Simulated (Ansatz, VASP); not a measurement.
## SrTiO3 in VASP and in Ansatz

```
Sr Ti O
1.0
     3.94592    0.00000    0.00000
     0.00000    3.94592    0.00000
     0.00000    0.00000    3.94592
Sr Ti O
1 1 3
Direct
  0.00000 0.00000 0.00000
  0.50000 0.50000 0.50000
  0.50000 0.50000 0.00000
  0.50000 0.00000 0.50000
  0.00000 0.50000 0.50000
```

Change from the starting cell: hydrostatic strain +1.0%.

Alike in both runs: task single point; functional HSE06; k mesh 4 × 4 × 4; no spin polarisation.

|  | VASP | Ansatz |
| --- | --- | --- |
| version | VASP 6.6.1 | Ansatz 0.2.0 |
| potentials or method | VASP PAW PBE potentials, release 64 (Sr_sv, Ti_sv, O) | plane waves, PAW |
| plane-wave cutoff (eV) | 520 | 420 |
| occupations | gaussian, width 0.01 eV | fixed |
| valence electrons in the cell | 40 | 40 |

```csv
,VASP,Ansatz,Ansatz less VASP
gap on the k mesh at the Fermi level (eV),3.21,3.25,+0.035
pressure (GPa),-6.3,-7.0,-0.61
```

Ansatz's warnings: stress exchange threshold loose, stress scf threshold loose.
